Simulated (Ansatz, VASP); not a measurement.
**Two plane-wave programs on AlN**

```
Al N
1.0
     3.20550    0.00000    0.00000
    -1.60275    2.77604    0.00000
     0.00000    0.00000    4.28607
Al N
2 2
Direct
  0.33333 0.66667 0.75000
  0.66667 0.33333 0.25000
  0.33333 0.66667 0.25000
  0.66667 0.33333 0.75000
```

Alike in both runs: task single point; functional PBEsol; k mesh 9 × 9 × 6; occupations gaussian, width 0.05 eV; no spin polarisation.

|  | VASP | Ansatz |
| --- | --- | --- |
| version | VASP 6.6.1 | Ansatz 0.2.0 |
| potentials or method | VASP PAW PBE potentials, release 64 (Al, N), cutoff 520 eV | scalar-relativistic, plane waves, PAW |
| valence electrons in the cell | 16 | 16 |

Ansatz gave:

* gap on the k mesh at the Fermi level (eV): 3.37
* least direct gap on the mesh (eV): 3.37
* pressure (GPa): 8.7
* traceless stress, the component that is largest in VASP (GPa): -10.34

**Question.** Which values does VASP return?

**Answer.** gap on the k mesh at the Fermi level (eV): 3.39; least direct gap on the mesh (eV): 3.39; pressure (GPa): 8.7; traceless stress, the component that is largest in VASP (GPa): -10.46.

VASP's potentials were made for PBE, not for PBEsol, and Ansatz warns of the same on its side. The functional is the same, so the differences come from potentials, cutoffs and numerics.
